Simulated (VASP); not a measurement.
# KBr (Fm-3m) in VASP: settings compared

Aim: see how the results for KBr move with the level of theory and the settings. Levels: HSE06, PBE0. Tasks: single point.

Everything below comes from runs of VASP 6.6.1. Logs are shortened: lines on timing, memory, paths and dates and some standing lists are left out, and cuts for length are marked.

## 1. The cell of the first run

Symmetry: Fm-3m, No. 225, cubic system. The conventional cell has a = 6.605 Å, b = 6.605 Å, c = 6.605 Å, α = 90.00°, β = 90.00°, γ = 90.00°. Within 4.3 Å of K (site symmetry m-3m) lie 6 Br at 3.30 Å. Within 4.3 Å of Br (site symmetry m-3m) lie 6 K at 3.30 Å.

## 2. Single point, HSE06

The input, POSCAR:

```
KBr
1.0
    0.0000000000      3.3024387157      3.3024387157
    3.3024387157      0.0000000000      3.3024387157
    3.3024387157      3.3024387157      0.0000000000
K Br
1 1
Direct
    0.0000000000      0.0000000000      0.0000000000
    0.5000000000      0.5000000000      0.5000000000
```

The input, INCAR.step1:

```
SYSTEM = KBr
  PREC = Accurate
  ENCUT = 520
  EDIFF = 1E-5
  ISMEAR = 0
  SIGMA = 0.01
  LREAL = .False.
  LASPH = .True.
  NELM = 60
  ALGO = Normal
  ISIF = 2
  LWAVE = .True.
  NBANDS = 15
  GGA = PE
```

The input, INCAR.step2:

```
SYSTEM = KBr
  PREC = Accurate
  ENCUT = 520
  EDIFF = 1E-6
  ISMEAR = 0
  SIGMA = 0.01
  LREAL = .False.
  LASPH = .True.
  NELM = 60
  ALGO = Normal
  ISIF = 2
  LWAVE = .False.
  LCHARG = .True.
  GGA = PE
  LHFCALC = .True.
  HFSCREEN = 0.2079
  PRECFOCK = Normal
  LELF = .True.
  LVHAR = .True.
  NBANDS = 15
  ISTART = 1
```

The input, KPOINTS:

```
regular mesh
0
Gamma
  4 4 4
  0 0 0
```

Potentials or basis: VASP PAW PBE potentials, release 64 (K_sv, Br).

Command:

```
> cat potpaw_PBE.64/K_sv/POTCAR potpaw_PBE.64/Br/POTCAR > POTCAR
> cp INCAR.step1 INCAR
> mpirun -np 1 vasp_std > vasp.out
> cp INCAR.step2 INCAR
> mpirun -np 1 vasp_std > vasp.out
```

OUTCAR:

```text
SYSTEM = KBr
   PREC = Accurate
   ENCUT = 520
   EDIFF = 1E-6
   ISMEAR = 0
   LREAL = .False.
   LASPH = .True.
   NELM = 60
   ISIF = 2
   GGA = PE
   LHFCALC = .True.
   HFSCREEN = 0.2079
   PRECFOCK = Normal
   ISTART = 1

 ion  position               nearest neighbor table
   1  0.000  0.000  0.000-
   2  0.500  0.500  0.500-

  LATTYP: Found a face centered cubic cell.
 ALAT       =     6.6048774314

  Lattice vectors:

 A1 = (   0.0000000000,   3.3024387157,   3.3024387157)
 A2 = (   3.3024387157,   0.0000000000,   3.3024387157)
 A3 = (   3.3024387157,   3.3024387157,   0.0000000000)

Analysis of symmetry for initial positions (statically):
=====================================================================
 Subroutine PRICEL returns:
 Original cell was already a primitive cell.

 Routine SETGRP: Setting up the symmetry group for a
 face centered cubic supercell.

 Subroutine GETGRP returns: Found 48 space group operations
 (whereof 48 operations were pure point group operations)
 out of a pool of 48 trial point group operations.

The static configuration has the point symmetry O_h .

Analysis of symmetry for dynamics (positions and initial velocities):
=====================================================================
 Subroutine PRICEL returns:
 Original cell was already a primitive cell.

 Routine SETGRP: Setting up the symmetry group for a
 face centered cubic supercell.

 Subroutine GETGRP returns: Found 48 space group operations
 (whereof 48 operations were pure point group operations)
 out of a pool of 48 trial point group operations.

The dynamic configuration has the point symmetry O_h .

 Subroutine INISYM returns: Found 48 space group operations
 (whereof 48 operations are pure point group operations),
 and found     1 'primitive' translations

----------------------------------------------------------------------------------------

                                     Primitive cell

  volume of cell :      72.0335

  direct lattice vectors                    reciprocal lattice vectors
     0.000000000  3.302438716  3.302438716    -0.151403264  0.151403264  0.151403264
     3.302438716  0.000000000  3.302438716     0.151403264 -0.151403264  0.151403264
     3.302438716  3.302438716  0.000000000     0.151403264  0.151403264 -0.151403264

  length of vectors
     4.670353621  4.670353621  4.670353621     0.262238145  0.262238145  0.262238145

  position of ions in fractional coordinates (direct lattice)
     0.000000000  0.000000000  0.000000000
     0.500000000  0.500000000  0.500000000

  ion indices of the primitive-cell ions
   primitive index   ion index
                 1           1
                 2           2

----------------------------------------------------------------------------------------

 KPOINTS: regular mesh

Automatic generation of k-mesh.
 Grid dimensions read from file:
 generate k-points for:    4    4    4

 Generating k-lattice:

  Cartesian coordinates                     Fractional coordinates (reciprocal lattice)
    -0.037850816  0.037850816  0.037850816     0.250000000  0.000000000  0.000000000
     0.037850816 -0.037850816  0.037850816     0.000000000  0.250000000  0.000000000
     0.037850816  0.037850816 -0.037850816     0.000000000  0.000000000  0.250000000

  Length of vectors
     0.065559536  0.065559536  0.065559536

  Shift w.r.t. Gamma in fractional coordinates (k-lattice)
     0.000000000  0.000000000  0.000000000

 Subroutine IBZKPT returns following result:
 ===========================================

 Found      8 irreducible k-points:

 Following reciprocal coordinates:
            Coordinates               Weight
  0.000000  0.000000  0.000000      1.000000
  0.250000  0.000000  0.000000      8.000000
  0.500000  0.000000  0.000000      4.000000
  0.250000  0.250000  0.000000      6.000000
  0.500000  0.250000  0.000000     24.000000
 -0.250000  0.250000  0.000000     12.000000
  0.500000  0.500000  0.000000      3.000000
 -0.250000  0.500000  0.250000      6.000000
   k-points           NKPTS =      8   k-points in BZ     NKDIM =     64   number of bands    NBANDS=     15
   number of dos      NEDOS =    301   number of ions     NIONS =      2
   total plane-waves  NPLWV =  46656
   dimension x,y,z NGX =    36 NGY =   36 NGZ =   36
   dimension x,y,z NGXF=    72 NGYF=   72 NGZF=   72
   ions per type =               1   1
   NGX,Y,Z   is equivalent  to a cutoff of  12.81, 12.81, 12.81 a.u.
   NGXF,Y,Z  is equivalent  to a cutoff of  25.63, 25.63, 25.63 a.u.
 SYSTEM =  KBr
   PREC   = accura    normal or accurate (medium, high low for compatibility)
   ISTART =      1    job   : 0-new  1-cont  2-samecut
   ICHARG =      0    charge: 1-file 2-atom 10-const
   ISPIN  =      1    spin polarized calculation?
   LNONCOLLINEAR =      F non collinear calculations
   LSORBIT =      F    spin-orbit coupling
   LASPH  =      T    aspherical Exc in radial PAW
   ENCUT  =  520.0 eV  38.22 Ry    6.18 a.u.   8.68  8.68  8.68*2*pi/ulx,y,z
   NELM   =     60;   NELMIN=  2; NELMDL=  0     # of ELM steps
   EDIFF  = 0.1E-05   stopping-criterion for ELM
   LREAL  =      F    real-space projection
   EDIFFG = 0.1E-04   stopping-criterion for IOM
   NSW    =      0    number of steps for IOM
   IBRION =     -1    ionic relax: 0-MD 1-quasi-New 2-CG
   NFREE  =      0    steps in history (QN), initial steepest desc. (CG)
   ISIF   =      2    stress and relaxation
   ISYM   =      3    0-nonsym 1-usesym 2-fastsym
   POTIM  = 0.5000    time-step for ionic-motion
   TEBEG  =    0.0;   TEEND  =   0.0 temperature during run
   PSTRESS=    0.0 pullay stress
   NELECT =      16.0000    total number of electrons
   NUPDOWN=      -1.0000    fix difference up-down
   EMIN   =  10.00;   EMAX   =-10.00  energy-range for DOS
   EFERMI =   0.00;   METHOD = LEGACY
   ISMEAR =     0;   SIGMA  =   0.01  broadening in eV -4-tet -1-fermi 0-gaus
   EFERMI_NEDOS =   21; number of points for ismear=-14 and -15
   IALGO  =     38    algorithm
   IMIX   =      1    mixing-type and parameters
     AMIX     =   0.40;   BMIX     =  1.00
     AMIX_MAG =   1.60;   BMIX_MAG =  1.00
  volume/ion in A,a.u.               =      36.02       243.05
  Fermi-wavevector in a.u.,A,eV,Ry     =   0.991448  1.873566 13.374114  0.982970
  Thomas-Fermi vector in A             =   2.123190
   LORBIT       =      0    0 simple, 1 ext, 2 COOP (PROOUT), +10 PAW based schemes
   GGA     = PE    functional components
   LHFCALC =     T    Hartree Fock is set to
   PRECFOCK=normal    Normal, Fast or Accurate (Low or Medium for compatibility)
   ENCUT4O =  -1.0   cutoff for four orbital integrals eV
   NKREDX  =     1    reduce k-point grid by
   NKREDY  =     1    reduce k-point grid by
   NKREDZ  =     1    reduce k-point grid by
   AEXX    =    0.2500 exact exchange contribution
   HFSCREEN=    0.2079 screening length (either q_TF or 0.3 A-1)
   HFSCREENC=   0.2079 screening length for correlation (either q_TF or 0.3 A-1)
   ENCUTFOCK=  -1.0 apply spherical cutoff to Coloumb kernel
   IVDW    =     0    specifies the selected vdW correction
   LEPSILON=     F    determine dielectric tensor
   LRPA    =     F    only Hartree local field effects (RPA)
 non-spin polarized calculation
 Gauss-broadening in eV      SIGMA  =   0.01
  energy-cutoff  :      520.00
  volume of cell :       72.03
 maximum number of plane-waves:      1964
 NGX is ok and might be reduce to    36
  NGX = 28; NGY = 28; NGZ = 28

 number of electron      15.9999997 magnetization

 Free energy of the ion-electron system (eV)
  ---------------------------------------------------
  ext. energy  EPLUGINS =         0.00000000
  ---------------------------------------------------
  free energy    TOTEN  =        -7.16951023 eV

  energy without entropy =       -7.16951023  energy(sigma->0) =       -7.16951023

 E-fermi :  -2.4663     XC(G=0):  -6.1761

 val. band max:       -2.6214749375   @ k =   0.0000   0.0000   0.0000
 cond. band min:       2.9712572060   @ k =   0.0000   0.0000   0.0000
 fundamental gap:      5.5927321435
 Fermi energy:        -2.4663195609

 k-point     1 :       0.0000    0.0000    0.0000
  band No.  band energies     occupation
      1     -32.5927      2.00000
      2     -15.9420      2.00000
      3     -14.7164      2.00000
      4     -14.7164      2.00000
      5     -14.7164      2.00000
      6      -2.6215      2.00000
      7      -2.6215      2.00000
      8      -2.6215      2.00000
      9       2.9713      0.00000
     10       6.3460      0.00000
     11       6.3460      0.00000
     12       6.3460      0.00000
     13       7.2959      0.00000
     14       7.2959      0.00000
     15      10.1214      0.00000

 k-point     2 :       0.2500    0.0000    0.0000
  band No.  band energies     occupation
      1     -32.5899      2.00000
      2     -16.0340      2.00000
      3     -14.7182      2.00000
      4     -14.7182      2.00000
      5     -14.5805      2.00000
      6      -3.3071      2.00000
      7      -2.7981      2.00000
      8      -2.7981      2.00000
      9       4.2409      0.00000
     10       6.1573      0.00000
     11       7.0902      0.00000
     12       7.0902      0.00000
     13       8.0933      0.00000
     14       8.0933      0.00000
     15      11.2010      0.00000

 k-point     3 :       0.5000    0.0000    0.0000
  band No.  band energies     occupation
      1     -32.5870      2.00000
      2     -16.1116      2.00000
      3     -14.7200      2.00000
      4     -14.7200      2.00000
      5     -14.4576      2.00000
      6      -3.8483      2.00000
      7      -2.9628      2.00000
      8      -2.9628      2.00000
      9       5.1207      0.00000
     10       6.9614      0.00000
     11       8.7507      0.00000
     12       8.7507      0.00000
     13       8.7594      0.00000
     14       8.7594      0.00000
     15       9.8877      0.00000

 k-point     4 :       0.2500    0.2500    0.0000
  band No.  band energies     occupation
      1     -32.5890      2.00000
      2     -15.9817      2.00000
      3     -14.7346      2.00000
      4     -14.7346      2.00000
      5     -14.6264      2.00000
      6      -3.3478      2.00000
      7      -2.7930      2.00000
      8      -2.7930      2.00000
      9       4.4900      0.00000
     10       5.1593      0.00000
     11       7.7603      0.00000
     12       7.8929      0.00000
     13       7.8929      0.00000
     14       8.3954      0.00000
     15      10.7779      0.00000

 k-point     5 :       0.5000    0.2500    0.0000
  band No.  band energies     occupation
      1     -32.5861      2.00000
      2     -15.9863      2.00000
      3     -14.7562      2.00000
      4     -14.7367      2.00000
      5     -14.5982      2.00000
      6      -3.5462      2.00000
      7      -3.1049      2.00000
      8      -2.9455      2.00000
      9       5.2553      0.00000
     10       6.2271      0.00000
     11       7.6358      0.00000
     12       8.5794      0.00000
     13       8.6789      0.00000
     14       9.2564      0.00000
     15      10.0037      0.00000

 k-point     6 :      -0.2500    0.2500    0.0000
  band No.  band energies     occupation
      1     -32.5871      2.00000
      2     -16.0372      2.00000
      3     -14.7574      2.00000
      4     -14.7203      2.00000
      5     -14.5353      2.00000
      6      -3.5691      2.00000
      7      -3.0439      2.00000
      8      -2.9513      2.00000
      9       5.4930      0.00000
     10       6.1026      0.00000
     11       7.5787      0.00000
     12       7.7907      0.00000
     13       8.5388      0.00000
     14       9.5443      0.00000
     15      10.0674      0.00000

 k-point     7 :       0.5000    0.5000    0.0000
  band No.  band energies     occupation
      1     -32.5853      2.00000
      2     -15.8293      2.00000
      3     -14.8088      2.00000
      4     -14.7533      2.00000
      5     -14.7533      2.00000
      6      -3.4861      2.00000
      7      -2.9279      2.00000
      8      -2.9279      2.00000
      9       4.4475      0.00000
     10       5.8600      0.00000
     11       8.1457      0.00000
     12       8.3523      0.00000
     13       8.6807      0.00000
     14       9.9204      0.00000
     15       9.9204      0.00000

 k-point     8 :      -0.2500    0.5000    0.2500
  band No.  band energies     occupation
      1     -32.5852      2.00000
      2     -15.9259      2.00000
      3     -14.7807      2.00000
      4     -14.7807      2.00000
      5     -14.6171      2.00000
      6      -3.2422      2.00000
      7      -3.2422      2.00000
      8      -3.1784      2.00000
      9       6.0282      0.00000
     10       6.0282      0.00000
     11       6.9675      0.00000
     12       7.8880      0.00000
     13       9.5401      0.00000
     14       9.9557      0.00000
     15      10.1649      0.00000

------------------------ aborting loop because EDIFF is reached ----------------------------------------

  FORCE on cell =-STRESS in cart. coord.  units (eV):
  Direction    XX          YY          ZZ          XY          YZ          ZX
  --------------------------------------------------------------------------------------
  -------------------------------------------------------------------------------------
  Total        0.2013450      0.2013450      0.2013450      0.0000000      0.0000000      0.0000000
  in kB        4.4783413      4.4783413      4.4783413      0.0000000      0.0000000      0.0000000
  external PRESSURE =       4.4783413 kB  Pullay stress =       0.0000000 kB

 VOLUME and BASIS-vectors are now :
 -----------------------------------------------------------------------------
  energy-cutoff  :      520.00
  volume of cell :       72.03
      direct lattice vectors                 reciprocal lattice vectors
     0.000000000  3.302438716  3.302438716    -0.151403264  0.151403264  0.151403264
     3.302438716  0.000000000  3.302438716     0.151403264 -0.151403264  0.151403264
     3.302438716  3.302438716  0.000000000     0.151403264  0.151403264 -0.151403264

 POSITION                                       TOTAL-FORCE (eV/Angst)
 -----------------------------------------------------------------------------------
      0.00000      0.00000      0.00000        -0.000000      0.000000     -0.000000
      3.30244      3.30244      3.30244         0.000000     -0.000000      0.000000
 -----------------------------------------------------------------------------------
    total drift:                                0.000000      0.000000      0.000000

  FREE ENERGIE OF THE ION-ELECTRON SYSTEM (eV)
  ---------------------------------------------------
  free  energy   TOTEN  =        -7.1695102303 eV

  energy  without entropy=       -7.1695102303  energy(sigma->0) =       -7.16951023
```

Wall time 10 min (1 thread of Intel Xeon Platinum 8375C at 2.90GHz (Ice Lake), shared host); peak memory 0.31 GiB.

What came out:

| Property | Result |
| --- | --- |
| Free energy | -7.1695 eV |
| Pressure | 0.4 GPa |
| Band gap on the k mesh | 5.59 eV |

Caveat: the PAW data sets were made with another functional, which shifts forces and pressure a little.

(Part 1 of 2 ends here.)
